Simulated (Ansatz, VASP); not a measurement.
**SrCl2 in VASP and in Ansatz**

The input POSCAR:

```
SrCl2
1.0
    0.1632956750      3.4855000000      3.4855000000
    3.6487956750      0.0000000000      3.6487956750
    3.4855000000      3.4855000000      0.1632956750
Sr Cl
1 2
Direct
    0.0000000000      0.0000000000      0.0000000000
    0.2500000000      0.2500000000      0.2500000000
    0.7500000000      0.7500000000      0.7500000000
```

Contents of INCAR.step1:

```
  PREC = Accurate
  ENCUT = 520
  ISMEAR = 0
  SIGMA = 0.05
  LREAL = False
  LASPH = True
  NELM = 100
  NBANDS = 19
  GGA = PE
  ALGO = Normal
  EDIFF = 1E-4
  LWAVE = True
  LCHARG = False
```

Contents of INCAR.step2:

```
  PREC = Accurate
  ENCUT = 520
  EDIFF = 1E-7
  ISMEAR = 0
  SIGMA = 0.05
  LREAL = False
  LASPH = True
  NELM = 100
  ALGO = Normal
  ISIF = 2
  LWAVE = False
  LCHARG = False
  METAGGA = R2SCAN
  LMIXTAU = True
  NBANDS = 19
  ISTART = 1
```

File KPOINTS:

```
regular mesh
0
Gamma
  6 6 6
```

Input for Ansatz:

```yaml
crystal:
  lattice:
    - [0.163295675, 3.4855, 3.4855]
    - [3.648795675, 0.0, 3.648795675]
    - [3.4855, 3.4855, 0.163295675]
  atoms:
    - { symbol: Sr, position: [0.0, 0.0, 0.0] }
    - { symbol: Cl, position: [0.25, 0.25, 0.25] }
    - { symbol: Cl, position: [0.75, 0.75, 0.75] }
basis:
  ecutwfc: 500
kpoints:
  mp_grid: { grid: [6, 6, 6] }
hamiltonian:
  xc: r2scan
scf:
  occupations: { method: gaussian, width: 0.05 }
output:
  forces: true
  stress: true
  eigenvalues: true
```

Change from the starting cell: strain +0.0937 x Voigt [0, 0, 0, 0, 1, 0], atoms carried along.

Alike in both runs: task single point; functional r2SCAN; k mesh 6 × 6 × 6; occupations gaussian, width 0.05 eV; no spin polarisation.

|  | VASP | Ansatz |
| --- | --- | --- |
| version | VASP 6.6.1 | Ansatz 0.2.0 |
| potentials or method | VASP PAW PBE potentials, release 64 (Sr_sv, Cl), cutoff 520 eV | scalar-relativistic, plane waves, PAW |
| valence electrons in the cell | 24 | 24 |

```tsv
	VASP	Ansatz	Ansatz less VASP
gap on the k mesh at the Fermi level (eV)	5.99	5.99	+0.002
least direct gap on the mesh (eV)	6.02	6.02	0.000
pressure (GPa)	0.9	0.8	-0.05
traceless stress, the component that is largest in VASP (GPa)	-1.60	-1.56	+0.036
rms of the force components (eV/Å)	0.127	0.123	-0.0040
```

VASP's potentials were made for PBE, not for r2SCAN. Atom by atom the forces differ by 0.004 eV/Å (rms over components).
